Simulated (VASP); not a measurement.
# Mg5O: single point with PBE

Crystal: Mg5O.

```xyz
12
Lattice="3.1476 0.0000 0.0000 -1.5738 2.7259 0.0000 0.0000 0.0000 25.5870" Properties=species:S:1:pos:R:3 pbc="T T T"
Mg    0.0000    1.8172   11.5593
Mg    1.5738    0.9086   14.0276
Mg    0.0000    1.8172   16.6134
Mg    1.5738    0.9086   19.1902
Mg    0.0000    1.8172    1.2342
Mg    1.5738    0.9086   24.3528
Mg    0.0000    1.8172   21.7671
Mg    1.5738    0.9086    8.9736
Mg    0.0000    1.8172    6.3967
Mg    1.5738    0.9086    3.8199
O     0.0000    0.0000   12.7935
O     0.0000    0.0000    0.0000
```

```json
{
 "Program": "VASP 6.6.1",
 "Task": "single point",
 "Functional": "PBE",
 "Potentials or basis": "VASP PAW PBE potentials, release 64 (Mg, O)",
 "Cutoff": "520 eV",
 "k mesh": "12 × 12 × 2",
 "Occupations": "gaussian, width 0.1 eV",
 "Spin": "no spin polarisation"
}
```

| Item | Value |
| --- | --- |
| Pressure | -0.2 GPa |
| Largest force | 0.017 eV/Å |
| Band gap on the k mesh | zero (band 16 reaches 3.91 eV, above the bottom of band 17 at 2.35 eV) |

Forces in eV/Å, atoms in the order of the input:
```
Mg   0.000  0.000  0.017
Mg   0.000  0.000 -0.017
Mg   0.000  0.000 -0.001
Mg   0.000  0.000  0.000
Mg   0.000  0.000 -0.017
Mg   0.000  0.000  0.017
Mg   0.000  0.000  0.001
Mg   0.000  0.000  0.001
Mg   0.000  0.000  0.000
Mg   0.000  0.000 -0.001
O    0.000  0.000  0.000
O    0.000  0.000  0.000
```

Levels at points of the mesh, in eV from the Fermi level:
| k point | band 13 | band 14 | band 15 | band 16 | band 17 | band 18 | band 19 | band 20 |
| --- | --- | --- | --- | --- | --- | --- | --- | --- |
| (0.00, 0.00, 0.00) | -4.25 | -3.87 | -3.34 | -2.18 | -1.16 | 0.30 | 0.60 | 2.36 |
| (0.50, 0.00, 0.00) | -1.45 | -1.29 | -1.20 | -0.78 | -0.58 | 0.04 | 0.17 | 0.53 |
| (0.00, 0.00, 0.50) | -4.25 | -4.25 | -2.73 | -2.73 | -0.54 | -0.54 | 1.49 | 1.49 |
| (0.50, 0.00, 0.50) | -1.37 | -1.37 | -1.05 | -1.05 | -0.23 | -0.23 | 0.33 | 0.33 |

It took 3.7 min on 1 thread of Intel(R) Xeon(R) Platinum 8124M CPU @ 3.00GHz (Skylake/Cascade Lake), on a shared host, peak memory 0.44 GiB.
